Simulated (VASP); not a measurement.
Here is a VASP 6.6.1 calculation.

INCAR

```
SYSTEM = Li
PREC = Accurate ; ENCUT = 520
EDIFF = 1E-6 ; ISMEAR = 0
SIGMA = 0.1 ; LREAL = .FALSE.
LASPH = .TRUE. ; NELM = 100
ALGO = Normal ; ISIF = 2
LWAVE = .FALSE. ; LCHARG = .FALSE.
LDIPOL = .TRUE. ; IDIPOL = 3
DIPOL = 0.5 0.5 0.499 ; GGA = PE
NBANDS = 16
```

Contents of KPOINTS:

```
regular mesh
0
G
  39 39 1
  0 0 0
```

POSCAR

```
Li
1.0
    3.1140982600      0.0000000000      0.0000000000
   -1.5570491300      2.6968882100      0.0000000000
    0.0000000000      0.0000000000     30.1706021498
Li
5
Direct
    0.6666666671      0.3333333329      0.3314484726
    0.3333333329      0.6666666658      0.4157242316
    0.0000000000      0.0000000000      0.5001314336
    0.6666666671      0.3333333329      0.5845686556
    0.3333333329      0.6666666658      0.6647895503
```

Potentials or basis: VASP PAW PBE potentials, release 64 (Li_sv).

Run with:

```console
$ cat potpaw_PBE.64/Li_sv/POTCAR > POTCAR
$ mpirun -np 1 vasp_std > vasp.out
```

(1) Estimate the largest force.

## Answers

(1) 0.105 eV/Å.
